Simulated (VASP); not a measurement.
# Ca5O (P6/mmm) in VASP: notebook, part 3 of 3

VASP 6.6.1. The steps go on from the part before.

## 6. Relaxation of cell and atoms, PBE

This run uses another cell than the first one, of 43.20 Å³/atom.

INCAR

```
SYSTEM = Ca5O
PREC = Accurate
ENCUT = 600
EDIFF = 1E-7
ISMEAR = 0
SIGMA = 0.1
LREAL = .False.
LASPH = .True.
NELM = 100
ALGO = Normal
ISIF = 3
LWAVE = .False.
LCHARG = .False.
GGA = PE
IBRION = 2
NSW = 100
EDIFFG = -0.01
```

KPOINTS

```
Automatic mesh
0
Gamma
  6 6 6
  0 0 0
```

POSCAR

```
Ca5O
1.0
    6.7944086222      0.0000000000      0.0000000000
   -3.3972043111      5.8841304705      0.0000000000
    0.0000000000      0.0000000000      6.4839011916
Ca O
5 1
Direct
    0.5000000000      0.0000000000      0.5000000000
    0.5000000000      0.5000000000      0.5000000000
    0.0000000000      0.5000000000      0.5000000000
    0.3333333333      0.6666666667      0.0000000000
    0.6666666667      0.3333333333      0.0000000000
    0.0000000000      0.0000000000      0.0000000000
```

Potentials or basis: VASP PAW PBE potentials, release 64 (Ca_sv, O).

Started as:

```sh
cat potpaw_PBE.64/Ca_sv/POTCAR potpaw_PBE.64/O/POTCAR > POTCAR
mpirun -np 1 vasp_std > vasp.out
```

OUTCAR:

```text
SYSTEM = Ca5O
   PREC = Accurate
   ENCUT = 600
   EDIFF = 1E-7
   ISMEAR = 0
   LREAL = .False.
   LASPH = .True.
   NELM = 100
   ISIF = 3
   GGA = PE
   IBRION = 2
   NSW = 100
   EDIFFG = -0.01

 ion  position               nearest neighbor table
   1  0.500  0.000  0.500-
   2  0.500  0.500  0.500-
   3  0.000  0.500  0.500-
   4  0.333  0.667  0.000-
   5  0.667  0.333  0.000-
   6  0.000  0.000  0.000-

  LATTYP: Found a hexagonal cell.
 ALAT       =     6.7944086222
 C/A-ratio  =     0.9542995649

  Lattice vectors:

 A1 = (   6.7944086222,   0.0000000000,   0.0000000000)
 A2 = (  -3.3972043111,   5.8841304705,   0.0000000000)
 A3 = (   0.0000000000,   0.0000000000,   6.4839011916)
[... 268 lines left out ...]
  ext. energy  EPLUGINS =         0.00000000
  ---------------------------------------------------
  free energy    TOTEN  =       -11.19683207 eV

  energy without entropy =      -11.13712274  energy(sigma->0) =      -11.16697741

 E-fermi :   0.9206     XC(G=0):  -7.1061

 val. band max:        0.9149420782   @ k =   0.1667  -0.0000   0.1667
 cond. band min:       0.9348339877   @ k =   0.1667  -0.0000   0.0000
 fundamental gap:      0.0198919095
 Fermi energy:         0.9205586266

 k-point     1 :       0.0000    0.0000    0.0000
  band No.  band energies     occupation
      1     -41.4456      2.00000
      2     -41.4393      2.00000
      3     -41.2608      2.00000
      4     -41.2218      2.00000
      5     -41.2218      2.00000
      6     -22.4678      2.00000
[... 853 lines left out ...]
     32       1.7881      0.00000
     33       1.9566      0.00000

 [... further k-points ...]

------------------------ aborting loop because EDIFF is reached ----------------------------------------

  FORCE on cell =-STRESS in cart. coord.  units (eV):
  Direction    XX          YY          ZZ          XY          YZ          ZX
  --------------------------------------------------------------------------------------
  -------------------------------------------------------------------------------------
  Total        0.0049120      0.0049120     -0.0391121     -0.0000000      0.0000000      0.0000000
  in kB        0.0300642      0.0300642     -0.2393875     -0.0000000      0.0000000      0.0000000
  external PRESSURE =      -0.0597530 kB  Pullay stress =       0.0000000 kB
[... 21 lines left out ...]
  FREE ENERGIE OF THE ION-ELECTRON SYSTEM (eV)
  ---------------------------------------------------
  free  energy   TOTEN  =       -11.1968320662 eV

  energy  without entropy=      -11.1371227449  energy(sigma->0) =      -11.16697741

 reached required accuracy - stopping structural energy minimisation
```

OSZICAR:

```text
N       E                     dE             d eps       ncg     rms          rms(c)
DAV:   1     0.581172645913E+03    0.58117E+03   -0.28789E+04  1880   0.167E+03
DAV:   2     0.399664266419E+02   -0.54121E+03   -0.53767E+03  1914   0.470E+02
DAV:   3    -0.936495866445E+01   -0.49331E+02   -0.48573E+02  3150   0.922E+01
[... 42 lines left out ...]
DAV:   8    -0.111968344117E+02   -0.17453E-04   -0.57738E-05  2784   0.294E-02    0.804E-03
DAV:   9    -0.111968326732E+02    0.17385E-05   -0.32170E-06  3095   0.863E-03    0.199E-03
DAV:  10    -0.111968316712E+02    0.10020E-05   -0.45162E-07  1967   0.345E-03    0.785E-04
DAV:  11    -0.111968319807E+02   -0.30949E-06   -0.57655E-08  1502   0.114E-03    0.270E-04
DAV:  12    -0.111968320662E+02   -0.85504E-07   -0.14293E-08  1399   0.605E-04
   3 F= -.11196832E+02 E0= -.11166977E+02  d E =-.918360E-03
```

It took 34 min on 1 thread of Intel Xeon Platinum 8375C at 2.90GHz (Ice Lake), shared host; peak memory 0.56 GiB.

Results:

- Free energy: -11.1968 eV
- Relaxed volume: 43.63 Å³/atom
- Relaxed cell: a = 6.814 Å, b = 6.814 Å, c = 6.510 Å, α = 90.00°, β = 90.00°, γ = 120.00°
- Space group after relaxing (to 0.1 Å): P6/mmm (No. 191)
- Energy gained by relaxing: 0.2 meV/atom
- Ionic steps: 3
- Pressure after relaxing: 0.0 GPa
- Band gap on the k mesh: zero (bands 28 and 29 overlap by 0.39 eV)

The path:
```tsv
step	energy change (eV)	largest force (eV/Å)	pressure (GPa)	volume (Å³)
1	0.0000	0.0000	0.12	259.22
2	-0.0007	0.0000	0.06	260.46
3	-0.0009	0.0000	-0.01	261.77
```

Final structure:
```
CELL_PARAMETERS angstrom
6.81390 0.00000 0.00000
-3.40695 5.90101 0.00000
0.00000 0.00000 6.51026
ATOMIC_POSITIONS crystal
Ca 0.50000 0.00000 0.50000
Ca 0.50000 0.50000 0.50000
Ca 0.00000 0.50000 0.50000
Ca 0.33333 0.66667 0.00000
Ca 0.66667 0.33333 0.00000
O 0.00000 0.00000 0.00000
```

Caveat: semilocal functionals underestimate gaps, and a narrow one can read as zero.

## 7. Overview

| task | cell | k mesh | cutoff (eV) | gap on the mesh (eV) | pressure (GPa) | relaxed volume (Å³/atom) |
| --- | --- | --- | --- | --- | --- | --- |
| single point | a = 5.917, b = 5.917, c = 4.591 Å, angles 90.0, 90.0, 120.0°, 6 atoms | 3 × 3 × 4 | 520 | none | 19.8 | - |
| single point | a = 6.794, b = 6.794, c = 6.484 Å, angles 90.0, 90.0, 120.0°, 6 atoms | 3 × 3 × 4 | 520 | none | 0.1 | - |
| relaxation of cell and atoms | relaxed from a = 5.917, b = 5.917, c = 4.591 Å, angles 90.0, 90.0, 120.0°, 6 atoms | 3 × 3 × 4 | 600 | none | 0.0 | 41.62 |
| single point | a = 6.813, b = 6.813, c = 6.505 Å, angles 90.0, 90.0, 120.0°, 6 atoms | 6 × 6 × 6 | 520 | none | 0.0 | - |
| relaxation of cell and atoms | relaxed from a = 6.794, b = 6.794, c = 6.484 Å, angles 90.0, 90.0, 120.0°, 6 atoms | 6 × 6 × 6 | 600 | none | 0.0 | 43.63 |

Alike in all rows: level PBE; potentials or basis VASP PAW PBE potentials, release 64 (Ca_sv, O); no spin polarisation; smearing gaussian 0.1 eV.

Caveats: some runs use coarse meshes; semilocal functionals underestimate gaps, and a narrow one can read as zero; the volume moved by over 15 % at a fixed basis, so the end points are rough (at least some runs).

Total energies depend on the potentials used, so only differences within one code and one set of settings carry meaning.

The gap in the log of VASP goes by the Fermi energy; the results here count the filled bands.